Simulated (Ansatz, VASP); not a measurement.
One calculation of Ir, two programs

File INCAR:

```
SYSTEM = Ir
ALGO = Normal
EDIFF = 1E-6
ENCUT = 520
GGA = PS
ISIF = 2
ISMEAR = 0
LASPH = .TRUE.
LCHARG = .FALSE.
LREAL = .FALSE.
LWAVE = .FALSE.
NBANDS = 10
NELM = 100
PREC = Accurate
SIGMA = 0.15
```

Contents of KPOINTS:

```
k-points
0
G
  22 22 22
  0 0 0
```

Contents of POSCAR:

```
Ir
1.0
    0.0000000000      1.8717075000      1.9197000000
    1.8717075000      0.0000000000      1.9197000000
    1.8717075000      1.8717075000      0.0000000000
Ir
1
Direct
    0.0000000000      0.0000000000      0.0000000000
```

Input for Ansatz:

```yaml
crystal:
  lattice:
    - [0.0, 1.8717075, 1.9197]
    - [1.8717075, 0.0, 1.9197]
    - [1.8717075, 1.8717075, 0.0]
  atoms:
    - { symbol: Ir, position: [0.0, 0.0, 0.0] }
basis:
  ecutwfc: 420
kpoints:
  mp_grid: { grid: [22, 22, 22] }
hamiltonian:
  xc: pbesol
scf:
  occupations: { method: gaussian, width: 0.15 }
output:
  forces: true
  stress: true
  eigenvalues: true
```

Change from the starting cell: strain -0.025 along x and y, +0.000 along z, atoms carried along.

Alike in both runs: task single point; functional PBEsol; k mesh 22 × 22 × 22; occupations gaussian, width 0.15 eV; no spin polarisation.

```csv
,VASP,Ansatz
version,VASP 6.6.1,Ansatz 0.2.0
potentials or method,"VASP PAW PBE potentials, release 64 (Ir), cutoff 520 eV","scalar-relativistic, plane waves, PAW"
valence electrons in the cell,9,17
```

Ansatz gave:

* gap on the k mesh at the Fermi level (eV): none
* pressure (GPa): 19.1
* traceless stress, the component that is largest in VASP (GPa): -7.45

Q: What did VASP give for the same quantities?

A: gap on the k mesh at the Fermi level (eV): none; pressure (GPa): 20.5; traceless stress, the component that is largest in VASP (GPa): -7.44.

VASP's potentials were made for PBE, not for PBEsol. A gap of «none» marks a metal or a gap that the smearing closes. With one functional, cell and mesh, what is left measures potentials, basis and numerics. VASP's potentials hold 9 valence electrons a cell and Ansatz's 17, so a difference there can come from the potentials and not from the codes.

Neither program's run includes spin-orbit coupling.
